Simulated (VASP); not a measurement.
# Ti4S in VASP: further runs, part 2 of 2

VASP 6.6.1. Earlier steps stand in the parts before.

## (3) Relaxation of the atoms, PBE

The input, INCAR:

```
SYSTEM = Ti4S
ALGO = Fast ; DIPOL = 0.5 0.5 0.348
EDIFF = 1E-6 ; EDIFFG = -0.025
ENCUT = 520 ; GGA = PE
IBRION = 2 ; IDIPOL = 3
ISIF = 2 ; ISMEAR = 0
LASPH = .True. ; LCHARG = .False.
LDIPOL = .True. ; LREAL = .False.
LWAVE = .False. ; NELM = 100
NSW = 36 ; PREC = Accurate
SIGMA = 0.1
```

The input, KPOINTS:

```
k-points
0
Gamma
  9 7 1
  0 0 0
```

The input, POSCAR:

```
Ti4S
1.0
    2.9075446931      0.0000000000      0.0000000000
    0.0000000000      4.1118891382      0.0000000000
    0.0000000000      0.0000000000     19.6535692527
Ti S
4 1
Selective dynamics
Direct
    0.5000000000      0.5000000000      0.2035253723  F F F
    0.0000000000      0.0000000000      0.2774952618  F F F
    0.5000000000      0.5000000000      0.3439484692  F F F
    0.0000000000      0.0000000000      0.4148645545  F F F
    0.5000000000      0.1000000000      0.5003452109  F F T
```

Potentials or basis: VASP PAW PBE potentials, release 64 (Ti_sv, S).

On the command line:

```sh
$ cat potpaw_PBE.64/Ti_sv/POTCAR potpaw_PBE.64/S/POTCAR > POTCAR
$ mpirun -np 1 vasp_std > vasp.out
```

OUTCAR:

```text
SYSTEM = Ti4S
   EDIFF = 1E-6
   EDIFFG = -0.025
   ENCUT = 520
   GGA = PE
   IBRION = 2
   ISIF = 2
   ISMEAR = 0
   LASPH = .True.
   LREAL = .False.
   NELM = 100
   NSW = 36
   PREC = Accurate

 ion  position               nearest neighbor table
   1  0.500  0.500  0.204-   3 2.76   2 2.91   2 2.91   2 2.91   2 2.91
   2  0.000  0.000  0.277-   4 2.70   3 2.84   3 2.84   3 2.84   3 2.84   1 2.91   1 2.91   1 2.91
                             1 2.91
   3  0.500  0.500  0.344-   1 2.76   2 2.84   2 2.84   2 2.84   2 2.84   4 2.88   4 2.88   4 2.88
                             4 2.88
   4  0.000  0.000  0.415-   5 2.26   5 2.26   2 2.70   3 2.88   3 2.88   3 2.88   3 2.88
   5  0.500  0.100  0.500-   4 2.26   4 2.26

  LATTYP: Found a simple orthorhombic cell.
 ALAT       =     2.9075446931
 B/A-ratio  =     1.4142135624
 C/A-ratio  =     6.7595071881

  Lattice vectors:

 A1 = (   2.9075446931,   0.0000000000,   0.0000000000)
 A2 = (   0.0000000000,   4.1118891382,   0.0000000000)
 A3 = (   0.0000000000,   0.0000000000,  19.6535692527)

Analysis of symmetry for initial positions (statically):
=====================================================================
 Subroutine PRICEL returns:
 Original cell was already a primitive cell.

 Routine SETGRP: Setting up the symmetry group for a
 simple orthorhombic supercell.

 Subroutine GETGRP returns: Found  2 space group operations
 (whereof  2 operations were pure point group operations)
 out of a pool of  8 trial point group operations.

The static configuration has the point symmetry C_1h.

Analysis of symmetry for dynamics (positions and initial velocities):
=====================================================================
 Subroutine PRICEL returns:
 Original cell was already a primitive cell.
[... 205 lines left out ...]
    total drift:                                0.000000      0.000179      0.005935

  FREE ENERGIE OF THE ION-ELECTRON SYSTEM (eV)
  ---------------------------------------------------
  free  energy   TOTEN  =       -34.3213740621 eV

  energy  without entropy=      -34.2926181101  energy(sigma->0) =      -34.30699609

--------------------------------------- Ionic step        2  -------------------------------------------

 number of electron      54.0000015 magnetization

 dipolmoment           0.000000      0.000000      0.159542 electrons x Angstroem

 Free energy of the ion-electron system (eV)
  ---------------------------------------------------
  ext. energy  EPLUGINS =         0.00000000
  ---------------------------------------------------
  free energy    TOTEN  =       -34.32140956 eV

  energy without entropy =      -34.29260112  energy(sigma->0) =      -34.30700534

 E-fermi :   0.0407     XC(G=0):  -5.0929

 val. band max:        0.0190156047   @ k =   0.3333   0.0000   0.0000
 cond. band min:       0.0702943778   @ k =   0.1111   0.2857   0.0000
 fundamental gap:      0.0512787731
 Fermi energy:         0.0407133294

 k-point     1 :       0.0000    0.0000    0.0000
  band No.  band energies     occupation
      1     -56.9815      2.00000
      2     -56.6384      2.00000
      3     -56.5545      2.00000
      4     -56.4748      2.00000
      5     -33.4001      2.00000
      6     -33.2976      2.00000
[... 689 lines left out ...]
     31       1.0405      0.00000
     32       1.1599      0.00000

------------------------ aborting loop because EDIFF is reached ----------------------------------------

 vacuum level on the upper side and lower side of the slab       (xc-potential included)         1.165        -1.298

  FORCE on cell =-STRESS in cart. coord.  units (eV):
  Direction    XX          YY          ZZ          XY          YZ          ZX
  --------------------------------------------------------------------------------------
  -------------------------------------------------------------------------------------
  Total        5.9504356     -1.5987190      0.2623914      0.0000000      0.2460052      0.0000000
  in kB       40.5742134    -10.9011794      1.7891675      0.0000000      1.6774345      0.0000000
  external PRESSURE =      10.4874005 kB  Pullay stress =       0.0000000 kB

 VOLUME and BASIS-vectors are now :
 -----------------------------------------------------------------------------
  energy-cutoff  :      520.00
  volume of cell :      234.97
      direct lattice vectors                 reciprocal lattice vectors
     2.907544693  0.000000000  0.000000000     0.343932804  0.000000000  0.000000000
     0.000000000  4.111889138  0.000000000     0.000000000  0.243197218  0.000000000
     0.000000000  0.000000000 19.653569253     0.000000000  0.000000000  0.050881343

 POSITION                                       TOTAL-FORCE (eV/Angst)
 -----------------------------------------------------------------------------------
      1.45377      2.05594      4.00000         0.000000      0.059840      0.303585
      0.00000      0.00000      5.45377         0.000000     -0.070009     -0.136283
      1.45377      2.05594      6.75982         0.000000      0.042766     -0.857217
      0.00000      0.00000      8.15357         0.000000     -0.251326      0.702111
      1.45377      0.41119      9.83214         0.000000      0.218727     -0.012197
 -----------------------------------------------------------------------------------
    total drift:                                0.000000      0.000454      0.001461

  FREE ENERGIE OF THE ION-ELECTRON SYSTEM (eV)
  ---------------------------------------------------
  free  energy   TOTEN  =       -34.3214095628 eV

  energy  without entropy=      -34.2926011233  energy(sigma->0) =      -34.30700534

 reached required accuracy - stopping structural energy minimisation

 vacuum level on the upper side and lower side of the slab         5.799         3.266
```

OSZICAR:

```text
N       E                     dE             d eps       ncg     rms          rms(c)
DAV:   1     0.634377115752E+03    0.63438E+03   -0.29040E+04  1496   0.165E+03
DAV:   2     0.514518751126E+02   -0.58293E+03   -0.57594E+03  1416   0.506E+02
[... 100 lines left out ...]
DAV:   1    -0.343214007395E+02   -0.27714E-04   -0.25163E-03  1416   0.140E-01    0.361E-02
RMM:   2    -0.343214263574E+02   -0.25618E-04   -0.12941E-04  1513   0.564E-02    0.341E-02
RMM:   3    -0.343214482690E+02   -0.21912E-04   -0.82881E-05  1631   0.472E-02    0.433E-02
RMM:   4    -0.343214109573E+02    0.37312E-04   -0.22442E-05  1414   0.276E-02    0.125E-02
RMM:   5    -0.343214092488E+02    0.17085E-05   -0.66395E-06  1311   0.156E-02    0.786E-03
RMM:   6    -0.343214095628E+02   -0.31397E-06   -0.43952E-06  1091   0.661E-03
   2 F= -.34321410E+02 E0= -.34307005E+02  d E =-.355007E-04
```

It took 24 min on 1 thread of Oxide Virtual Turin-like, shared host; peak memory 0.39 GiB.

What came out:

- Free energy: -34.3214 eV
- Energy gained by relaxing: 0.0 meV/atom
- Ionic steps: 2
- Band gap on the k mesh: zero (bands 27 and 28 overlap by 0.17 eV)

Final structure:
```yaml
crystal:
  lattice:
    - [2.90754, 0.00000, 0.00000]
    - [0.00000, 4.11189, 0.00000]
    - [0.00000, 0.00000, 19.65357]
  atoms:
    - { symbol: Ti, position: [0.50000, 0.50000, 0.20353] }
    - { symbol: Ti, position: [0.00000, 0.00000, 0.27750] }
    - { symbol: Ti, position: [0.50000, 0.50000, 0.34395] }
    - { symbol: Ti, position: [0.00000, 0.00000, 0.41486] }
    - { symbol: S, position: [0.50000, 0.10000, 0.50027] }
```

The gap in the log of VASP goes by the Fermi energy; the results here count the filled bands.